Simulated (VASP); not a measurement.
A run of VASP 6.6.1 is set up as follows.

INCAR

```
PREC = Accurate
ENCUT = 520
EDIFF = 1E-6
ISMEAR = 0
SIGMA = 0.018000000000000002
LREAL = F
LASPH = T
NELM = 100
ALGO = Normal
ISIF = 2
LWAVE = F
LCHARG = F
GGA = PE
NBANDS = 16
```

File KPOINTS:

```
regular mesh
0
Gamma
  10 10 10
```

POSCAR

```
WC
1.0
    0.0000000000      2.1926840000      2.1926840000
    2.1926840000      0.0000000000      2.1926840000
    2.1926840000      2.1926840000      0.0000000000
W C
1 1
Direct
    0.0000000000      0.0000000000      0.0000000000
    0.5000000000      0.5000000000      0.5000000000
```

Potentials or basis: VASP PAW PBE potentials, release 64 (W_sv, C).

Run with:

```sh
$ cat potpaw_PBE.64/W_sv/POTCAR potpaw_PBE.64/C/POTCAR > POTCAR
$ mpirun -np 1 vasp_std > vasp.out
```

Problem. What does it give for the band gap on the k mesh?

Solution. Zero (band 9 reaches 13.45 eV, above the bottom of band 10 at 10.27 eV).

Problem. What does it give for the pressure?

Solution. -0.6 GPa.

Caveat: spin-orbit coupling is left out, which moves the levels of the heavy elements.
